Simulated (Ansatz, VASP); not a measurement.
**One calculation of ZnO, two programs**

```
Zn O
1.0
     3.24940    0.00000    0.00000
    -1.62470    2.81406    0.00000
     0.00000    0.00000    5.20380
Zn O
2 2
Direct
  0.33333 0.66667 0.00000
  0.66667 0.33333 0.50000
  0.33333 0.66667 0.36769
  0.66667 0.33333 0.86769
```

Change from the starting cell: all O atoms moved -0.075 Å, as atom 3 along Cartesian [0 0 1].

Alike in both runs: task single point; functional r2SCAN; k mesh 12 × 12 × 6; occupations gaussian, width 0.05 eV; no spin polarisation.

|  | VASP | Ansatz |
| --- | --- | --- |
| version | VASP 6.6.1 | Ansatz 0.2.0 |
| potentials or method | VASP PAW PBE potentials, release 64 (Zn, O), cutoff 520 eV | scalar-relativistic, plane waves, PAW |
| valence electrons in the cell | 36 | 36 |

```tsv
	VASP	Ansatz	Ansatz less VASP
gap on the k mesh at the Fermi level (eV)	1.25	1.26	+0.004
least direct gap on the mesh (eV)	1.25	1.26	+0.004
pressure (GPa)	0.4	-0.6	-1.01
traceless stress, the component that is largest in VASP (GPa)	5.61	5.28	-0.332
rms of the force components (eV/Å)	0.347	0.328	-0.0190
```

VASP's potentials were made for PBE, not for r2SCAN. Atom by atom the forces differ by 0.019 eV/Å (rms over components).
